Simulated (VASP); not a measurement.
# Be2C (Fm-3m) in VASP: single point with PBE0

Aim: the single point of Be2C with PBE0.

Program: VASP 6.6.1. These are calculated values, not measurements. Logs are shortened: lines on timing, memory, paths and dates and some standing lists are left out, and cuts for length are marked.

**1. The cell of the first run**

Symmetry: Fm-3m, No. 225, cubic system. The conventional cell has a = 4.321 Å, b = 4.321 Å, c = 4.321 Å, α = 90.00°, β = 90.00°, γ = 90.00°. Within 2.5 Å of Be (site symmetry -43m) lie 4 C at 1.87 Å and 6 Be at 2.16 Å. Within 2.5 Å of C (site symmetry m-3m) lie 8 Be at 1.87 Å.

**2. Single point, PBE0**

POSCAR reads:

```
Be2C
1.0
    0.0000000000      2.1604856457      2.1604856457
    2.1604856457      0.0000000000      2.1604856457
    2.1604856457      2.1604856457      0.0000000000
Be C
2 1
Direct
    0.7500000000      0.7500000000      0.7500000000
    0.2500000000      0.2500000000      0.2500000000
    0.0000000000      0.0000000000      0.0000000000
```

INCAR.step1 reads:

```
SYSTEM = Be2C
PREC = Accurate
ENCUT = 520
EDIFF = 1E-5
ISMEAR = 0
SIGMA = 0.01
LREAL = .False.
LASPH = .True.
NELM = 120
ALGO = Normal
ISIF = 2
LWAVE = .True.
LCHARG = .False.
NBANDS = 11
GGA = PE
GGA_COMPAT = .False.
```

INCAR.step2 reads:

```
SYSTEM = Be2C
PREC = Accurate
ENCUT = 520
EDIFF = 1E-6
ISMEAR = 0
SIGMA = 0.01
LREAL = .False.
LASPH = .True.
NELM = 120
ALGO = Normal
ISIF = 2
LWAVE = .False.
LCHARG = .False.
GGA = PE
LHFCALC = .True.
AEXX = 0.25
PRECFOCK = Normal
NBANDS = 11
ISTART = 1
GGA_COMPAT = .False.
```

KPOINTS reads:

```
Automatic mesh
0
Gamma
  8 8 8
  0 0 0
```

Potentials or basis: VASP PAW PBE potentials, release 64 (Be, C).

Started as:

```console
$ cat potpaw_PBE.64/Be/POTCAR potpaw_PBE.64/C/POTCAR > POTCAR
$ cp INCAR.step1 INCAR
$ mpirun -np 1 vasp_std > vasp.out
$ cp INCAR.step2 INCAR
$ mpirun -np 1 vasp_std > vasp.out
```

OUTCAR:

```text
SYSTEM = Be2C
   PREC = Accurate
   ENCUT = 520
   EDIFF = 1E-6
   ISMEAR = 0
   LREAL = .False.
   LASPH = .True.
   NELM = 120
   ISIF = 2
   GGA = PE
   LHFCALC = .True.
   AEXX = 0.25
   PRECFOCK = Normal
   ISTART = 1

 ion  position               nearest neighbor table
   1  0.750  0.750  0.750-   3 1.87   3 1.87   3 1.87   3 1.87   2 2.16   2 2.16   2 2.16   2 2.16
                             2 2.16   2 2.16
   2  0.250  0.250  0.250-   3 1.87   3 1.87   3 1.87   3 1.87   1 2.16   1 2.16   1 2.16   1 2.16
                             1 2.16   1 2.16
   3  0.000  0.000  0.000-   1 1.87   2 1.87   1 1.87   1 1.87   1 1.87   2 1.87   2 1.87   2 1.87

  LATTYP: Found a face centered cubic cell.
 ALAT       =     4.3209712914

  Lattice vectors:

 A1 = (   0.0000000000,   2.1604856457,   2.1604856457)
 A2 = (   2.1604856457,   0.0000000000,   2.1604856457)
 A3 = (   2.1604856457,   2.1604856457,   0.0000000000)

Analysis of symmetry for initial positions (statically):
=====================================================================
 Subroutine PRICEL returns:
 Original cell was already a primitive cell.

 Routine SETGRP: Setting up the symmetry group for a
 face centered cubic supercell.

 Subroutine GETGRP returns: Found 48 space group operations
 (whereof 48 operations were pure point group operations)
 out of a pool of 48 trial point group operations.

The static configuration has the point symmetry O_h .

Analysis of symmetry for dynamics (positions and initial velocities):
=====================================================================
 Subroutine PRICEL returns:
 Original cell was already a primitive cell.

 Routine SETGRP: Setting up the symmetry group for a
 face centered cubic supercell.

 Subroutine GETGRP returns: Found 48 space group operations
 (whereof 48 operations were pure point group operations)
 out of a pool of 48 trial point group operations.

The dynamic configuration has the point symmetry O_h .

 Subroutine INISYM returns: Found 48 space group operations
 (whereof 48 operations are pure point group operations),
 and found     1 'primitive' translations

----------------------------------------------------------------------------------------

                                     Primitive cell

  volume of cell :      20.1690

  direct lattice vectors                    reciprocal lattice vectors
     0.000000000  2.160485646  2.160485646    -0.231429448  0.231429448  0.231429448
     2.160485646  0.000000000  2.160485646     0.231429448 -0.231429448  0.231429448
     2.160485646  2.160485646  0.000000000     0.231429448  0.231429448 -0.231429448

  length of vectors
     3.055388101  3.055388101  3.055388101     0.400847562  0.400847562  0.400847562

  position of ions in fractional coordinates (direct lattice)
     0.750000000  0.750000000  0.750000000
     0.250000000  0.250000000  0.250000000
     0.000000000  0.000000000  0.000000000

  ion indices of the primitive-cell ions
   primitive index   ion index
                 1           1
                 2           2
                 3           3

----------------------------------------------------------------------------------------

 KPOINTS: Automatic mesh

Automatic generation of k-mesh.
 Grid dimensions read from file:
 generate k-points for:    8    8    8

 Generating k-lattice:

  Cartesian coordinates                     Fractional coordinates (reciprocal lattice)
    -0.028928681  0.028928681  0.028928681     0.125000000  0.000000000  0.000000000
     0.028928681 -0.028928681  0.028928681     0.000000000  0.125000000  0.000000000
     0.028928681  0.028928681 -0.028928681     0.000000000  0.000000000  0.125000000

  Length of vectors
     0.050105945  0.050105945  0.050105945

  Shift w.r.t. Gamma in fractional coordinates (k-lattice)
     0.000000000  0.000000000  0.000000000

 Subroutine IBZKPT returns following result:
 ===========================================

 Found     29 irreducible k-points:

 Following reciprocal coordinates:
            Coordinates               Weight
  0.000000  0.000000  0.000000      1.000000
  0.125000  0.000000  0.000000      8.000000
  0.250000  0.000000  0.000000      8.000000
  0.375000  0.000000  0.000000      8.000000
  0.500000  0.000000  0.000000      4.000000
  0.125000  0.125000  0.000000      6.000000
[... 16 lines left out ...]
  0.500000  0.250000  0.125000     48.000000
 -0.375000  0.250000  0.125000     24.000000
 [... further k-points ...]
   k-points           NKPTS =     29   k-points in BZ     NKDIM =    512   number of bands    NBANDS=     11
   number of dos      NEDOS =    301   number of ions     NIONS =      3
   total plane-waves  NPLWV =  13824
   dimension x,y,z NGX =    24 NGY =   24 NGZ =   24
   dimension x,y,z NGXF=    48 NGYF=   48 NGZF=   48
   ions per type =               2   1
   NGX,Y,Z   is equivalent  to a cutoff of  13.06, 13.06, 13.06 a.u.
   NGXF,Y,Z  is equivalent  to a cutoff of  26.12, 26.12, 26.12 a.u.
 SYSTEM =  Be2C
   PREC   = accura    normal or accurate (medium, high low for compatibility)
   ISTART =      1    job   : 0-new  1-cont  2-samecut
   ICHARG =      0    charge: 1-file 2-atom 10-const
   ISPIN  =      1    spin polarized calculation?
   LNONCOLLINEAR =      F non collinear calculations
   LSORBIT =      F    spin-orbit coupling
   LASPH  =      T    aspherical Exc in radial PAW
   ENCUT  =  520.0 eV  38.22 Ry    6.18 a.u.   5.68  5.68  5.68*2*pi/ulx,y,z
   NELM   =    120;   NELMIN=  2; NELMDL=  0     # of ELM steps
   EDIFF  = 0.1E-05   stopping-criterion for ELM
   LREAL  =      F    real-space projection
   EDIFFG = 0.1E-04   stopping-criterion for IOM
   NSW    =      0    number of steps for IOM
   IBRION =     -1    ionic relax: 0-MD 1-quasi-New 2-CG
   NFREE  =      0    steps in history (QN), initial steepest desc. (CG)
   ISIF   =      2    stress and relaxation
   ISYM   =      3    0-nonsym 1-usesym 2-fastsym
   POTIM  = 0.5000    time-step for ionic-motion
   TEBEG  =    0.0;   TEEND  =   0.0 temperature during run
   PSTRESS=    0.0 pullay stress
   NELECT =       8.0000    total number of electrons
   NUPDOWN=      -1.0000    fix difference up-down
   EMIN   =  10.00;   EMAX   =-10.00  energy-range for DOS
   EFERMI =   0.00;   METHOD = LEGACY
   ISMEAR =     0;   SIGMA  =   0.01  broadening in eV -4-tet -1-fermi 0-gaus
   EFERMI_NEDOS =   21; number of points for ismear=-14 and -15
   IALGO  =     38    algorithm
   IMIX   =      1    mixing-type and parameters
     AMIX     =   0.40;   BMIX     =  1.00
     AMIX_MAG =   1.60;   BMIX_MAG =  1.00
  volume/ion in A,a.u.               =       6.72        45.37
  Fermi-wavevector in a.u.,A,eV,Ry     =   1.202846  2.273050 19.685440  1.446839
  Thomas-Fermi vector in A             =   2.338616
   LORBIT       =      0    0 simple, 1 ext, 2 COOP (PROOUT), +10 PAW based schemes
   GGA     = PE    functional components
   LHFCALC =     T    Hartree Fock is set to
   PRECFOCK=normal    Normal, Fast or Accurate (Low or Medium for compatibility)
   ENCUT4O =  -1.0   cutoff for four orbital integrals eV
   NKREDX  =     1    reduce k-point grid by
   NKREDY  =     1    reduce k-point grid by
   NKREDZ  =     1    reduce k-point grid by
   AEXX    =    0.2500 exact exchange contribution
   HFSCREEN=    0.0000 screening length (either q_TF or 0.3 A-1)
   HFSCREENC=   0.0000 screening length for correlation (either q_TF or 0.3 A-1)
   ENCUTFOCK=  -1.0 apply spherical cutoff to Coloumb kernel
   IVDW    =     0    specifies the selected vdW correction
   LEPSILON=     F    determine dielectric tensor
   LRPA    =     F    only Hartree local field effects (RPA)
 non-spin polarized calculation
 Gauss-broadening in eV      SIGMA  =   0.01
  energy-cutoff  :      520.00
  volume of cell :       20.17
 maximum number of plane-waves:       560
  NGX = 18; NGY = 18; NGZ = 18

 number of electron       8.0000000 magnetization

 Free energy of the ion-electron system (eV)
  ---------------------------------------------------
  ext. energy  EPLUGINS =         0.00000000
  ---------------------------------------------------
  free energy    TOTEN  =       -19.74424125 eV

  energy without entropy =      -19.74424125  energy(sigma->0) =      -19.74424125

 E-fermi :   7.0226     XC(G=0):  -9.0148

 val. band max:        6.9599613845   @ k =   0.0000   0.0000   0.0000
 cond. band min:       9.5570804168   @ k =   0.5000   0.5000   0.0000
 fundamental gap:      2.5971190324
 Fermi energy:         7.0226169505

 k-point     1 :       0.0000    0.0000    0.0000
  band No.  band energies     occupation
      1      -9.8718      2.00000
      2       6.9600      2.00000
      3       6.9600      2.00000
      4       6.9600      2.00000
      5      12.7849      0.00000
      6      12.7849      0.00000
      7      12.7849      0.00000
      8      15.7444      0.00000
      9      22.3845      0.00000
     10      22.3845      0.00000
     11      22.3845      0.00000

 k-point     2 :       0.1250    0.0000    0.0000
  band No.  band energies     occupation
      1      -9.5961      2.00000
      2       4.8857      2.00000
      3       6.4785      2.00000
      4       6.4785      2.00000
      5      13.4834      0.00000
      6      13.4834      0.00000
      7      13.9885      0.00000
      8      16.3806      0.00000
      9      20.8657      0.00000
     10      20.8657      0.00000
     11      23.0078      0.00000

 k-point     3 :       0.2500    0.0000    0.0000
  band No.  band energies     occupation
      1      -8.7881      2.00000
      2       1.5604      2.00000
      3       5.6674      2.00000
      4       5.6674      2.00000
      5      14.2518      0.00000
      6      14.2518      0.00000
      7      15.0597      0.00000
      8      17.7395      0.00000
      9      20.3744      0.00000
     10      20.3744      0.00000
     11      24.6264      0.00000
[... 267 lines left out ...]
 k-point    23 :       0.5000    0.2500    0.1250
  band No.  band energies     occupation
      1      -6.9630      2.00000
      2      -0.7911      2.00000
      3       2.2729      2.00000
      4       3.7866      2.00000
      5      13.9103      0.00000
      6      15.6895      0.00000
      7      17.1353      0.00000
      8      18.9884      0.00000
      9      21.5631      0.00000
     10      24.3548      0.00000
     11      26.7287      0.00000

 k-point    24 :      -0.3750    0.2500    0.1250
  band No.  band energies     occupation
      1      -6.1987      2.00000
      2      -2.0234      2.00000
      3       2.3374      2.00000
      4       3.1928      2.00000
      5      13.8501      0.00000
      6      15.4647      0.00000
      7      18.9698      0.00000
      8      19.8183      0.00000
      9      21.3846      0.00000
     10      23.1654      0.00000
     11      26.9215      0.00000

 [... further k-points ...]

------------------------ aborting loop because EDIFF is reached ----------------------------------------

  FORCE on cell =-STRESS in cart. coord.  units (eV):
  Direction    XX          YY          ZZ          XY          YZ          ZX
  --------------------------------------------------------------------------------------
  -------------------------------------------------------------------------------------
  Total       -0.2392101     -0.2392101     -0.2392101     -0.0000000      0.0000000      0.0000000
  in kB      -19.0022903    -19.0022903    -19.0022903     -0.0000000      0.0000000      0.0000000
  external PRESSURE =     -19.0022903 kB  Pullay stress =       0.0000000 kB

 VOLUME and BASIS-vectors are now :
 -----------------------------------------------------------------------------
  energy-cutoff  :      520.00
  volume of cell :       20.17
      direct lattice vectors                 reciprocal lattice vectors
     0.000000000  2.160485646  2.160485646    -0.231429448  0.231429448  0.231429448
     2.160485646  0.000000000  2.160485646     0.231429448 -0.231429448  0.231429448
     2.160485646  2.160485646  0.000000000     0.231429448  0.231429448 -0.231429448

 POSITION                                       TOTAL-FORCE (eV/Angst)
 -----------------------------------------------------------------------------------
      3.24073      3.24073      3.24073         0.000000      0.000000      0.000000
      1.08024      1.08024      1.08024        -0.000000     -0.000000     -0.000000
      0.00000      0.00000      0.00000        -0.000000      0.000000     -0.000000
 -----------------------------------------------------------------------------------
    total drift:                                0.000000     -0.000000      0.000000

  FREE ENERGIE OF THE ION-ELECTRON SYSTEM (eV)
  ---------------------------------------------------
  free  energy   TOTEN  =       -19.7442412495 eV

  energy  without entropy=      -19.7442412495  energy(sigma->0) =      -19.74424125
```

Wall time 15 min (1 thread of Intel Xeon 6975P-C (Granite Rapids), shared host); peak memory 0.15 GiB.

Results:

```yaml
Free_energy: -19.7442 eV
Pressure: -1.9 GPa
Band_gap_on_the_k_mesh: 2.60 eV (least direct gap 5.82 eV)
```

Levels at points of the mesh, in eV from the valence-band top:
| k point | band 1 | band 2 | band 3 | band 4 | band 5 | band 6 | band 7 | band 8 |
| --- | --- | --- | --- | --- | --- | --- | --- | --- |
| (0.00, 0.00, 0.00) | -16.83 | 0.00 | 0.00 | 0.00 | 5.82 | 5.82 | 5.82 | 8.78 |
| (0.50, 0.00, 0.00) | -13.66 | -9.76 | -2.05 | -2.05 | 6.74 | 6.74 | 9.02 | 11.98 |
| (0.50, 0.50, 0.00) | -12.81 | -7.65 | -5.27 | -5.27 | 2.60 | 7.52 | 15.87 | 15.87 |

Caveat: the PAW data sets were made with another functional, which shifts forces and pressure a little. A k mesh can miss the band edges.
